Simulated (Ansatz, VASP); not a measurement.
# Two plane-wave programs on Hf

Contents of INCAR:

```
SYSTEM = Hf
PREC = Accurate ; ENCUT = 520
EDIFF = 1E-7 ; ISMEAR = 0
SIGMA = 0.1 ; LREAL = .FALSE.
LASPH = .TRUE. ; NELM = 60
ALGO = Fast ; ISIF = 2
LWAVE = .FALSE. ; LCHARG = .FALSE.
GGA = PE ; NBANDS = 22
```

The input KPOINTS:

```
regular mesh
0
G
  6 6 4
  0 0 0
```

POSCAR

```
Hf
1.0
    4.1083145766      0.0000000000      0.0000000000
   -2.0541572884      3.5579047901      0.0000000000
    0.0000000000      0.0000000000      4.6610204125
Hf
3
Direct
    0.2254000000      0.0000000000      0.3333333333
    0.0000000000      0.2254000000      0.6666666667
    0.7746000000      0.7746000000      0.0000000000
```

Input for Ansatz:

```yaml
crystal:
  lattice:
    - [4.1083145766, 0.0, 0.0]
    - [-2.0541572884, 3.5579047901, 0.0]
    - [0.0, 0.0, 4.6610204125]
  atoms:
    - { symbol: Hf, position: [0.2254, 0.0, 0.3333333333] }
    - { symbol: Hf, position: [0.0, 0.2254, 0.6666666667] }
    - { symbol: Hf, position: [0.7746, 0.7746, 0.0] }
basis:
  ecutwfc: 420
kpoints:
  mp_grid: { grid: [6, 6, 4] }
hamiltonian:
  xc: pbe
scf:
  occupations: { method: gaussian, width: 0.1 }
  lower_state_search: "off"
output:
  forces: true
  stress: true
  eigenvalues: true
```

Alike in both runs: task single point; functional PBE; k mesh 6 × 6 × 4; occupations gaussian, width 0.1 eV; no spin polarisation.

|  | VASP | Ansatz |
| --- | --- | --- |
| version | VASP 6.6.1 | Ansatz 0.2.0 |
| potentials or method | VASP PAW PBE potentials, release 64 (Hf_pv), cutoff 520 eV | scalar-relativistic, plane waves, PAW |
| valence electrons in the cell | 30 | 78 |

|  | VASP | Ansatz | Ansatz less VASP |
| --- | --- | --- | --- |
| gap on the k mesh at the Fermi level (eV) | none | none | - |
| pressure (GPa) | 20.2 | 21.3 | +1.06 |
| traceless stress, the component that is largest in VASP (GPa) | 10.14 | 10.84 | +0.697 |
| rms of the force components (eV/Å) | 4.247 | 4.372 | +0.1255 |

Atom by atom the forces differ by 0.125 eV/Å (rms over components). A gap of «none» marks a metal or a gap that the smearing closes. VASP's potentials hold 30 valence electrons a cell and Ansatz's 78, so a difference there can come from the potentials and not from the codes.

Neither program's run includes spin-orbit coupling.
